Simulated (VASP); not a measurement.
# Ca (P6/mmm) in VASP: single point with r2SCAN

Aim: the single point of Ca with r2SCAN.

Program: VASP 6.6.1. These are calculated values, not measurements. Logs are shortened: lines on timing, memory, paths and dates and some standing lists are left out, and cuts for length are marked.

## Step 1: The cell of the first run

The structure is hexagonal, space group P6/mmm (No. 191). Conventional cell: a = 6.339 Å, b = 6.339 Å, c = 3.774 Å, α = 90.00°, β = 90.00°, γ = 120.00°. Within 5.0 Å of Ca (site symmetry 6/mmm) lie 14 Ca at 3.77 to 4.12 Å. Within 4.8 Å of Ca (site symmetry -6m2) lie 11 Ca at 3.66 to 4.12 Å.

This isn't the form of Ca at room conditions, which is fcc.

## Step 2: Single point, r2SCAN

Input file POSCAR:

```
Ca
1.0
    6.3387436213      0.0000000000      0.0000000000
   -3.1693718107      5.4895130041      0.0000000000
    0.0000000000      0.0000000000      3.7744695426
Ca
3
Direct
    0.0000000000      0.0000000000      0.0000000000
    0.3333333333      0.6666666667      0.5000000000
    0.6666666667      0.3333333333      0.5000000000
```

Input file INCAR.step1:

```
PREC = Accurate ; ENCUT = 520
ISMEAR = 0 ; SIGMA = 0.1
LREAL = False ; LASPH = True
NELM = 80 ; NBANDS = 22
GGA = PE ; ALGO = Normal
EDIFF = 1E-4 ; LWAVE = True
LCHARG = False
```

Input file INCAR.step2:

```
PREC = Accurate ; ENCUT = 520
EDIFF = 1E-6 ; ISMEAR = 0
SIGMA = 0.1 ; LREAL = False
LASPH = True ; NELM = 80
ALGO = Normal ; ISIF = 2
LWAVE = False ; LCHARG = False
METAGGA = R2SCAN ; LMIXTAU = True
NBANDS = 22 ; ISTART = 1
```

Input file KPOINTS:

```
regular mesh
0
Gamma
  9 9 12
```

Potentials or basis: VASP PAW PBE potentials, release 64 (Ca_sv).

On the command line:

```console
$ cat potpaw_PBE.64/Ca_sv/POTCAR > POTCAR
$ cp INCAR.step1 INCAR
$ mpirun -np 1 vasp_std > vasp.out
$ cp INCAR.step2 INCAR
$ mpirun -np 1 vasp_std > vasp.out
```

OUTCAR:

```text
PREC = Accurate
   ENCUT = 520
   EDIFF = 1E-6
   ISMEAR = 0
   LREAL = False
   LASPH = True
   NELM = 80
   ISIF = 2
   METAGGA = R2SCAN
   ISTART = 1

 ion  position               nearest neighbor table
   1  0.000  0.000  0.000-
   2  0.333  0.667  0.500-
   3  0.667  0.333  0.500-

  LATTYP: Found a hexagonal cell.
 ALAT       =     6.3387436213
 C/A-ratio  =     0.5954601997

  Lattice vectors:

 A1 = (   6.3387436213,   0.0000000000,   0.0000000000)
 A2 = (  -3.1693718107,   5.4895130041,   0.0000000000)
 A3 = (   0.0000000000,   0.0000000000,   3.7744695426)

Analysis of symmetry for initial positions (statically):
=====================================================================
 Subroutine PRICEL returns:
 Original cell was already a primitive cell.

 Routine SETGRP: Setting up the symmetry group for a
 hexagonal supercell.

 Subroutine GETGRP returns: Found 24 space group operations
 (whereof 24 operations were pure point group operations)
 out of a pool of 24 trial point group operations.

The static configuration has the point symmetry D_6h.

Analysis of symmetry for dynamics (positions and initial velocities):
=====================================================================
 Subroutine PRICEL returns:
 Original cell was already a primitive cell.

 Routine SETGRP: Setting up the symmetry group for a
 hexagonal supercell.

 Subroutine GETGRP returns: Found 24 space group operations
 (whereof 24 operations were pure point group operations)
 out of a pool of 24 trial point group operations.

The dynamic configuration has the point symmetry D_6h.

 Subroutine INISYM returns: Found 24 space group operations
 (whereof 24 operations are pure point group operations),
 and found     1 'primitive' translations

----------------------------------------------------------------------------------------

                                     Primitive cell

  volume of cell :     131.3388

  direct lattice vectors                    reciprocal lattice vectors
     6.338743621  0.000000000  0.000000000     0.157759969  0.091082761  0.000000000
    -3.169371811  5.489513004  0.000000000     0.000000000  0.182165522  0.000000000
[... 81 lines left out ...]
   ISPIN  =      1    spin polarized calculation?
   LNONCOLLINEAR =      F non collinear calculations
   LSORBIT =      F    spin-orbit coupling
   LASPH  =      T    aspherical Exc in radial PAW
   ENCUT  =  520.0 eV  38.22 Ry    6.18 a.u.  11.79 11.79  7.02*2*pi/ulx,y,z
   NELM   =     80;   NELMIN=  2; NELMDL=  0     # of ELM steps
   EDIFF  = 0.1E-05   stopping-criterion for ELM
   LREAL  =      F    real-space projection
   EDIFFG = 0.1E-04   stopping-criterion for IOM
   NSW    =      0    number of steps for IOM
   IBRION =     -1    ionic relax: 0-MD 1-quasi-New 2-CG
   NFREE  =      0    steps in history (QN), initial steepest desc. (CG)
   ISIF   =      2    stress and relaxation
   ISYM   =      2    0-nonsym 1-usesym 2-fastsym
   POTIM  = 0.5000    time-step for ionic-motion
   TEBEG  =    0.0;   TEEND  =   0.0 temperature during run
   PSTRESS=    0.0 pullay stress
   NELECT =      30.0000    total number of electrons
   NUPDOWN=      -1.0000    fix difference up-down
   EMIN   =  10.00;   EMAX   =-10.00  energy-range for DOS
   EFERMI =   0.00;   METHOD = LEGACY
   ISMEAR =     0;   SIGMA  =   0.10  broadening in eV -4-tet -1-fermi 0-gaus
   EFERMI_NEDOS =   21; number of points for ismear=-14 and -15
   IALGO  =     38    algorithm
   IMIX   =      4    mixing-type and parameters
     AMIX     =   0.40;   BMIX     =  1.00
     AMIX_MAG =   1.60;   BMIX_MAG =  1.00
  volume/ion in A,a.u.               =      43.78       295.44
  Fermi-wavevector in a.u.,A,eV,Ry     =   1.000732  1.891108 13.625741  1.001464
  Thomas-Fermi vector in A             =   2.133107
   LORBIT       =      0    0 simple, 1 ext, 2 COOP (PROOUT), +10 PAW based schemes
   METAGGA = R2SCAN    functional components
   LHFCALC =     F    Hartree Fock is set to
   AEXX    =    0.0000 exact exchange contribution
   IVDW    =     0    specifies the selected vdW correction
   LEPSILON=     F    determine dielectric tensor
   LRPA    =     F    only Hartree local field effects (RPA)
 non-spin polarized calculation
 Gauss-broadening in eV      SIGMA  =   0.10
  energy-cutoff  :      520.00
  volume of cell :      131.34
 maximum number of plane-waves:      3560
 NGX is ok and might be reduce to    48
   NGX = 23   NGY = 23   NGZ = 15

 number of electron      30.0000000 magnetization

 Free energy of the ion-electron system (eV)
  ---------------------------------------------------
  ext. energy  EPLUGINS =         0.00000000
  ---------------------------------------------------
  free energy    TOTEN  =       -20.95218959 eV

  energy without entropy =      -20.93181892  energy(sigma->0) =      -20.94200426

 E-fermi :   1.8955     XC(G=0):  -8.0975

 val. band max:        1.8933888033   @ k =   0.3333   0.2222   0.5000
 cond. band min:       1.9080487686   @ k =   0.3333   0.1111   0.4167
 fundamental gap:      0.0146599653
 Fermi energy:         1.8954893184

 k-point     1 :       0.0000    0.0000    0.0000
  band No.  band energies     occupation
      1     -42.0793      2.00000
      2     -42.0625      2.00000
      3     -41.9672      2.00000
      4     -22.2228      2.00000
      5     -22.2228      2.00000
      6     -22.1379      2.00000
[... 589 lines left out ...]
     21       3.8595      0.00000
     22       4.9014      0.00000

 [... further k-points ...]

------------------------ aborting loop because EDIFF is reached ----------------------------------------

  FORCE on cell =-STRESS in cart. coord.  units (eV):
  Direction    XX          YY          ZZ          XY          YZ          ZX
  --------------------------------------------------------------------------------------
  -------------------------------------------------------------------------------------
  Total        0.0249798      0.0249798      0.0060237     -0.0000000      0.0000000      0.0000000
  in kB        0.3047243      0.3047243      0.0734815     -0.0000000      0.0000000      0.0000000
  external PRESSURE =       0.2276434 kB  Pullay stress =       0.0000000 kB

 VOLUME and BASIS-vectors are now :
 -----------------------------------------------------------------------------
  energy-cutoff  :      520.00
  volume of cell :      131.34
      direct lattice vectors                 reciprocal lattice vectors
     6.338743621  0.000000000  0.000000000     0.157759969  0.091082761  0.000000000
    -3.169371811  5.489513004  0.000000000     0.000000000  0.182165522  0.000000000
     0.000000000  0.000000000  3.774469543     0.000000000  0.000000000  0.264937891

 POSITION                                       TOTAL-FORCE (eV/Angst)
 -----------------------------------------------------------------------------------
      0.00000      0.00000      0.00000        -0.000000      0.000000      0.000000
     -0.00000      3.65968      1.88723         0.000000     -0.000000      0.000000
      3.16937      1.82984      1.88723        -0.000000      0.000000      0.000000
 -----------------------------------------------------------------------------------
    total drift:                               -0.000000      0.000000     -0.000000

  FREE ENERGIE OF THE ION-ELECTRON SYSTEM (eV)
  ---------------------------------------------------
  free  energy   TOTEN  =       -20.9521895923 eV

  energy  without entropy=      -20.9318189181  energy(sigma->0) =      -20.94200426
```

It took 14 min on 1 thread of Intel Xeon 8259CL, shared host; peak memory 0.38 GiB.

What came out:

```yaml
Free_energy: -20.9522 eV
Pressure: 0.0 GPa
Band_gap_on_the_k_mesh: zero (bands 15 and 16 overlap by 0.58 eV)
```

Caveat: the PAW data sets were made with another functional, which shifts forces and pressure a little.
